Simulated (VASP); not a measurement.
# Sb in VASP: single point with PBEsol+D3(BJ)

Aim: the single point of Sb with PBEsol+D3(BJ).

All numbers are computed with VASP 6.6.1; they aren't measurements. Logs are shortened: lines on timing, memory, paths and dates and some standing lists are left out, and cuts for length are marked.

**1. The cell of the first run**

The cell holds a slab with vacuum, 6 atoms: a = 6.908 Å, b = 6.908 Å, c = 23.470 Å, α = 90.00°, β = 90.00°, γ = 120.00°.

**2. Single point, PBEsol+D3(BJ)**

Contents of INCAR:

```
SYSTEM = Sb
  PREC = Accurate
  ENCUT = 400
  EDIFF = 1E-6
  ISMEAR = 0
  SIGMA = 0.04
  LREAL = .False.
  LASPH = .True.
  NELM = 120
  ALGO = Normal
  ISIF = 2
  LWAVE = .False.
  LCHARG = .False.
  LDIPOL = .True.
  IDIPOL = 3
  DIPOL = 0.5 0.5 0.649
  GGA = PS
  IVDW = 12
  NBANDS = 24
  GGA_COMPAT = .False.
  NELMDL = -8
```

Contents of KPOINTS:

```
Automatic mesh
0
Gamma
  6 6 1
  0 0 0
```

Contents of POSCAR:

```
Sb
1.0
    6.9079793481      0.0000000000      0.0000000000
   -3.4539896741      5.9824856043      0.0000000000
    0.0000000000      0.0000000000     23.4700000000
Sb
6
Direct
    0.6666670000      0.6666670000      0.6134953919
    0.3512557143      0.9996123626      0.6135532023
    1.0185730744      0.3329281101      0.6132022314
    0.3458691177      0.3286446250      0.6850496640
    1.0069811828      0.6654352485      0.6813045079
    0.6842757775      1.0052256046      0.6850060149
```

Potentials or basis: VASP PAW PBE potentials, release 64 (Sb).

Launch:

```
cat potpaw_PBE.64/Sb/POTCAR > POTCAR
mpirun -np 1 vasp_std > vasp.out
```

OUTCAR:

```text
SYSTEM = Sb
   PREC = Accurate
   ENCUT = 400
   EDIFF = 1E-6
   ISMEAR = 0
   LREAL = .False.
   LASPH = .True.
   NELM = 120
   ISIF = 2
   GGA = PS
   IVDW = 12
   NELMDL = -8
 IVDW          = 12

 ion  position               nearest neighbor table
   1  0.667  0.667  0.613-   4 2.83   6 2.83   5 2.84
   2  0.351  1.000  0.614-   6 2.83   5 2.83   4 2.84
   3  0.019  0.333  0.613-   5 2.83   4 2.83   6 2.84
   4  0.346  0.329  0.685-   1 2.83   3 2.83   2 2.84
   5  0.007  0.665  0.681-   3 2.83   2 2.83   1 2.84
   6  0.684  0.005  0.685-   2 2.83   1 2.83   3 2.84

  LATTYP: Found a hexagonal cell.
 ALAT       =     6.9079793481
 C/A-ratio  =     3.3975202903

  Lattice vectors:

 A1 = (   6.9079793481,   0.0000000000,   0.0000000000)
 A2 = (  -3.4539896741,   5.9824856043,   0.0000000000)
 A3 = (   0.0000000000,   0.0000000000,  23.4700000000)

Analysis of symmetry for initial positions (statically):
=====================================================================
 Subroutine PRICEL returns:
 Original cell was already a primitive cell.

 Routine SETGRP: Setting up the symmetry group for a
 hexagonal supercell.

 Subroutine GETGRP returns: Found  1 space group operations
 (whereof  1 operations were pure point group operations)
 out of a pool of 24 trial point group operations.

The static configuration has the point symmetry C_1 .

Analysis of symmetry for dynamics (positions and initial velocities):
=====================================================================
 Subroutine PRICEL returns:
 Original cell was already a primitive cell.

 Routine SETGRP: Setting up the symmetry group for a
 hexagonal supercell.

 Subroutine GETGRP returns: Found  1 space group operations
 (whereof  1 operations were pure point group operations)
 out of a pool of 24 trial point group operations.

The dynamic configuration has the point symmetry C_1 .

 Subroutine INISYM returns: Found  1 space group operations
 (whereof  1 operations are pure point group operations),
 and found     1 'primitive' translations

----------------------------------------------------------------------------------------

                                     Primitive cell

  volume of cell :     969.9420

  direct lattice vectors                    reciprocal lattice vectors
     6.907979348  0.000000000  0.000000000     0.144760132  0.083577301  0.000000000
    -3.453989674  5.982485604  0.000000000     0.000000000  0.167154602  0.000000000
     0.000000000  0.000000000 23.470000000     0.000000000  0.000000000  0.042607584

  length of vectors
     6.907979348  6.907979348 23.470000000     0.167154602  0.167154602  0.042607584

  position of ions in fractional coordinates (direct lattice)
     0.666667000  0.666667000  0.613495392
     0.351255714  0.999612363  0.613553202
     0.018573074  0.332928110  0.613202231
     0.345869118  0.328644625  0.685049664
     0.006981183  0.665435249  0.681304508
     0.684275777  0.005225605  0.685006015

  ion indices of the primitive-cell ions
   primitive index   ion index
                 1           1
                 2           2
                 3           3
                 4           4
                 5           5
                 6           6

----------------------------------------------------------------------------------------

 KPOINTS: Automatic mesh

Automatic generation of k-mesh.
 Grid dimensions read from file:
 generate k-points for:    6    6    1

 Generating k-lattice:

  Cartesian coordinates                     Fractional coordinates (reciprocal lattice)
     0.024126689  0.013929550  0.000000000     0.166666667  0.000000000  0.000000000
     0.000000000  0.027859100  0.000000000     0.000000000  0.166666667  0.000000000
     0.000000000  0.000000000  0.042607584     0.000000000  0.000000000  1.000000000

  Length of vectors
     0.027859100  0.027859100  0.042607584

  Shift w.r.t. Gamma in fractional coordinates (k-lattice)
     0.000000000  0.000000000  0.000000000

 Subroutine IBZKPT returns following result:
 ===========================================

 Found     20 irreducible k-points:

 Following reciprocal coordinates:
            Coordinates               Weight
  0.000000  0.000000  0.000000      1.000000
  0.166667 -0.000000  0.000000      2.000000
  0.000000  0.166667  0.000000      2.000000
 -0.166667  0.166667  0.000000      2.000000
  0.333333 -0.000000  0.000000      2.000000
  0.000000  0.333333  0.000000      2.000000
[... 12 lines left out ...]
  0.500000 -0.166667  0.000000      2.000000
  0.333333  0.333333  0.000000      2.000000
   k-points           NKPTS =     20   k-points in BZ     NKDIM =     20   number of bands    NBANDS=     24
   number of dos      NEDOS =    301   number of ions     NIONS =      6
   total plane-waves  NPLWV = 368640
   dimension x,y,z NGX =    48 NGY =   48 NGZ =  160
   dimension x,y,z NGXF=    96 NGYF=   96 NGZF=  320
   ions per type =               6
   NGX,Y,Z   is equivalent  to a cutoff of  11.55, 11.55, 11.33 a.u.
   NGXF,Y,Z  is equivalent  to a cutoff of  23.10, 23.10, 22.67 a.u.
 SYSTEM =  Sb
   PREC   = accura    normal or accurate (medium, high low for compatibility)
   ISTART =      0    job   : 0-new  1-cont  2-samecut
   ICHARG =      2    charge: 1-file 2-atom 10-const
   ISPIN  =      1    spin polarized calculation?
   LNONCOLLINEAR =      F non collinear calculations
   LSORBIT =      F    spin-orbit coupling
   LASPH  =      T    aspherical Exc in radial PAW
   ENCUT  =  400.0 eV  29.40 Ry    5.42 a.u.  11.27 11.27 38.27*2*pi/ulx,y,z
   NELM   =    120;   NELMIN=  2; NELMDL= -8     # of ELM steps
   EDIFF  = 0.1E-05   stopping-criterion for ELM
   LREAL  =      F    real-space projection
   EDIFFG = 0.1E-04   stopping-criterion for IOM
   NSW    =      0    number of steps for IOM
   IBRION =     -1    ionic relax: 0-MD 1-quasi-New 2-CG
   NFREE  =      0    steps in history (QN), initial steepest desc. (CG)
   ISIF   =      2    stress and relaxation
   ISYM   =      2    0-nonsym 1-usesym 2-fastsym
   POTIM  = 0.5000    time-step for ionic-motion
   TEBEG  =    0.0;   TEEND  =   0.0 temperature during run
   PSTRESS=    0.0 pullay stress
   NELECT =      30.0000    total number of electrons
   NUPDOWN=      -1.0000    fix difference up-down
   EMIN   =  10.00;   EMAX   =-10.00  energy-range for DOS
   EFERMI =   0.00;   METHOD = LEGACY
   ISMEAR =     0;   SIGMA  =   0.04  broadening in eV -4-tet -1-fermi 0-gaus
   EFERMI_NEDOS =   21; number of points for ismear=-14 and -15
   IALGO  =     38    algorithm
   IMIX   =      4    mixing-type and parameters
     AMIX     =   0.40;   BMIX     =  1.00
     AMIX_MAG =   1.60;   BMIX_MAG =  1.00
  volume/ion in A,a.u.               =     161.66      1090.92
  Fermi-wavevector in a.u.,A,eV,Ry     =   0.513886  0.971103  3.593008  0.264079
  Thomas-Fermi vector in A             =   1.528577
   LORBIT       =      0    0 simple, 1 ext, 2 COOP (PROOUT), +10 PAW based schemes
   GGA     = PS    functional components
   LHFCALC =     F    Hartree Fock is set to
   AEXX    =    0.0000 exact exchange contribution
   IVDW    =    12    specifies the selected vdW correction
   LEPSILON=     F    determine dielectric tensor
   LRPA    =     F    only Hartree local field effects (RPA)
 non-spin polarized calculation
 Gauss-broadening in eV      SIGMA  =   0.04
  energy-cutoff  :      400.00
  volume of cell :      969.94
 maximum number of plane-waves:     17645
 NGX is ok and might be reduce to    48
   NGX = 23   NGY = 23   NGZ = 77

 dipolmoment           0.000000      0.000000     -0.000001 electrons x Angstroem

 number of electron      30.0000001 magnetization

 dipolmoment           0.000000      0.000000      0.000084 electrons x Angstroem

 Free energy of the ion-electron system (eV)
  ---------------------------------------------------
  ext. energy  EPLUGINS =         0.00000000
  ---------------------------------------------------
  free energy    TOTEN  =       -26.16894118 eV

  energy without entropy =      -26.16894118  energy(sigma->0) =      -26.16894118

 E-fermi :  -2.3387     XC(G=0):  -2.3637

 val. band max:       -2.5150216384   @ k =   0.0000   0.0000   0.0000
 cond. band min:      -1.5508341808   @ k =   0.3333   0.3333   0.0000
 fundamental gap:      0.9641874576
 Fermi energy:        -2.3387317281

 k-point     1 :       0.0000    0.0000    0.0000
  band No.  band energies     occupation
      1     -14.4589      2.00000
      2     -11.3590      2.00000
      3     -11.3443      2.00000
      4     -11.3224      2.00000
      5     -11.3057      2.00000
      6      -9.2011      2.00000
[... 16 lines left out ...]
     23       0.9202      0.00000
     24       1.0091      0.00000

 k-point     2 :       0.1667   -0.0000    0.0000
  band No.  band energies     occupation
      1     -14.3506      2.00000
      2     -12.0525      2.00000
      3     -11.8638      2.00000
      4     -10.8624      2.00000
      5     -10.6412      2.00000
      6      -9.1721      2.00000
[... 16 lines left out ...]
     23       0.8368      0.00000
     24       1.2885      0.00000

 k-point     3 :       0.0000    0.1667    0.0000
  band No.  band energies     occupation
      1     -14.3506      2.00000
      2     -12.0528      2.00000
      3     -11.8645      2.00000
      4     -10.8582      2.00000
      5     -10.6436      2.00000
      6      -9.1736      2.00000
[... 16 lines left out ...]
     23       0.8516      0.00000
     24       1.2843      0.00000
[... 406 lines left out ...]
 k-point    19 :       0.5000   -0.1667    0.0000
  band No.  band energies     occupation
      1     -13.7177      2.00000
      2     -13.1176      2.00000
      3     -12.6144      2.00000
      4     -10.2662      2.00000
      5      -9.6820      2.00000
      6      -9.2413      2.00000
[... 16 lines left out ...]
     23       0.8780      0.00000
     24       1.0510      0.00000

 k-point    20 :       0.3333    0.3333    0.0000
  band No.  band energies     occupation
      1     -13.2500      2.00000
      2     -13.2324      2.00000
      3     -13.1777      2.00000
      4      -9.6460      2.00000
      5      -9.6367      2.00000
      6      -9.6058      2.00000
[... 16 lines left out ...]
     23       1.0932      0.00000
     24       1.0991      0.00000

------------------------ aborting loop because EDIFF is reached ----------------------------------------

 vacuum level on the upper side and lower side of the slab       (xc-potential included)        -0.008        -0.007

 Edisp (eV)   -1.21927

 E8    (eV) :    -0.8659

  FORCE on cell =-STRESS in cart. coord.  units (eV):
  Direction    XX          YY          ZZ          XY          YZ          ZX
  --------------------------------------------------------------------------------------
  -------------------------------------------------------------------------------------
  Total       0.55647     0.57967     0.61483     0.00253    -0.00563    -0.02195
  in kB       0.91920     0.95751     1.01559     0.00419    -0.00930    -0.03626
  external pressure =        0.96 kB  Pullay stress =        0.00 kB

 VOLUME and BASIS-vectors are now :
 -----------------------------------------------------------------------------
  energy-cutoff  :      400.00
  volume of cell :      969.94
      direct lattice vectors                 reciprocal lattice vectors
     6.907979348  0.000000000  0.000000000     0.144760132  0.083577301  0.000000000
    -3.453989674  5.982485604  0.000000000     0.000000000  0.167154602  0.000000000
     0.000000000  0.000000000 23.470000000     0.000000000  0.000000000  0.042607584

 POSITION                                       TOTAL-FORCE (eV/Angst)
 -----------------------------------------------------------------------------------
      2.30266      3.98833     14.39874         0.151769      0.001474     -0.135218
     -1.02618      5.98017     14.40009        -0.068425      0.089137     -0.131431
     -1.02163      1.99174     14.39186        -0.071509     -0.087256     -0.120830
      1.25412      1.96611     16.07812        -0.028222      0.019189      0.110608
     -2.25018      3.98096     15.99022         0.028452      0.007958      0.167819
      4.70891      0.03126     16.07709        -0.012066     -0.030502      0.109052
 -----------------------------------------------------------------------------------
    total drift:                                0.000231      0.000084     -0.000207

  FREE ENERGIE OF THE ION-ELECTRON SYSTEM (eV)
  ---------------------------------------------------
  free  energy   TOTEN  =       -27.3882157553 eV

  energy  without entropy=      -27.3882157553  energy(sigma->0) =      -27.38821576

 vacuum level on the upper side and lower side of the slab         2.101         2.102
```

Run time: 13 min. Hardware: 1 thread of Oxide Virtual Turin-like, shared host; peak memory 0.76 GiB.

Results:

| Quantity | Value |
| --- | --- |
| Free energy | -27.3882 eV |
| Largest force | 0.203 eV/Å |
| Band gap on the k mesh | 0.96 eV |
| Dispersion energy per atom | -0.203 eV |

Forces in eV/Å, atoms in the order of the input:
```
Sb   0.152  0.001 -0.135
Sb  -0.068  0.089 -0.131
Sb  -0.072 -0.087 -0.121
Sb  -0.028  0.019  0.111
Sb   0.028  0.008  0.168
Sb  -0.012 -0.031  0.109
```

Caveat: the PAW data sets were made with another functional, which shifts forces and pressure a little; spin-orbit coupling is left out, which moves the levels of the heavy elements.
